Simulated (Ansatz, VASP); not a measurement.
Given: the input of a run of Ansatz 0.2.0 on TaAs.

The input input.yaml:

```yaml
crystal:
  lattice:
    - [-1.6866644514, 1.6866644514, 5.7481540155]
    - [1.6866644514, -1.6866644514, 5.7481540155]
    - [1.6866644514, 1.6866644514, -5.7481540155]
  atoms:
    - { symbol: Ta, position: [0.4999673, 0.4999673, 0.0] }
    - { symbol: Ta, position: [0.2499673, 0.7499673, 0.5] }
    - { symbol: As, position: [0.08263212, 0.08263212, 0.0] }
    - { symbol: As, position: [0.83263212, 0.33263212, 0.5] }
kpoints:
  mp_grid: { grid: [11, 11, 11] }
scf:
  occupations: { method: fermi_dirac, width: 0.05 }
hamiltonian:
  xc: pbe
  pseudopotentials: { kind: all_electron, lapw: { basis_error: 0.001 } }
output:
  forces: true
  stress: true
  eigenvalues: true
```

Potentials or basis: all-electron LAPW, scalar-relativistic.

The run is started by

```console
$ ansatz run input.yaml --threads 2 --pin off --max-ram 6144MiB --backend cpu --events-out ev --progress --plain --runs-dir out
```

Question: Translate it to VASP 6.6.1. Potentials there: VASP PAW PBE potentials, release 64 (Ta_pv, As).

Answer: As run (the cutoff follows the program's own potentials):

INCAR

```
SYSTEM = TaAs
ALGO = Normal ; EDIFF = 1E-6
ENCUT = 520 ; GGA = PE
ISIF = 2 ; ISMEAR = -1
LASPH = .True. ; LCHARG = .True.
LELF = .True. ; LREAL = .False.
LVHAR = .True. ; LWAVE = .False.
NBANDS = 24 ; NELM = 80
PREC = Accurate ; SIGMA = 0.05
```

The input KPOINTS:

```
k-points
0
Gamma
  11 11 11
  0 0 0
```

The input POSCAR:

```
TaAs
1.0
   -1.6866644514      1.6866644514      5.7481540155
    1.6866644514     -1.6866644514      5.7481540155
    1.6866644514      1.6866644514     -5.7481540155
Ta As
2 2
Direct
    0.4999673000      0.4999673000      0.0000000000
    0.2499673000      0.7499673000      0.5000000000
    0.0826321200      0.0826321200      0.0000000000
    0.8326321200      0.3326321200      0.5000000000
```

Potentials or basis: VASP PAW PBE potentials, release 64 (Ta_pv, As).

Launch:

```bash
$ cat potpaw_PBE.64/Ta_pv/POTCAR potpaw_PBE.64/As/POTCAR > POTCAR
$ mpirun -np 1 vasp_std > vasp.out
```

Both were run:

|  | VASP | Ansatz | Ansatz less VASP |
| --- | --- | --- | --- |
| gap on the k mesh at the Fermi level (eV) | none | none | - |
| pressure (GPa) | 16.0 | 15.3 | -0.68 |
| traceless stress, the component that is largest in VASP (GPa) | -2.06 | -1.99 | +0.074 |
| rms of the force components (eV/Å) | 0.036 | 0.034 | -0.0016 |

Atom by atom the forces differ by 0.002 eV/Å (rms over components). A gap of «none» marks a metal or a gap that the smearing closes. Ansatz ran all-electron here, and VASP with PAW potentials.

Neither program's run includes spin-orbit coupling.
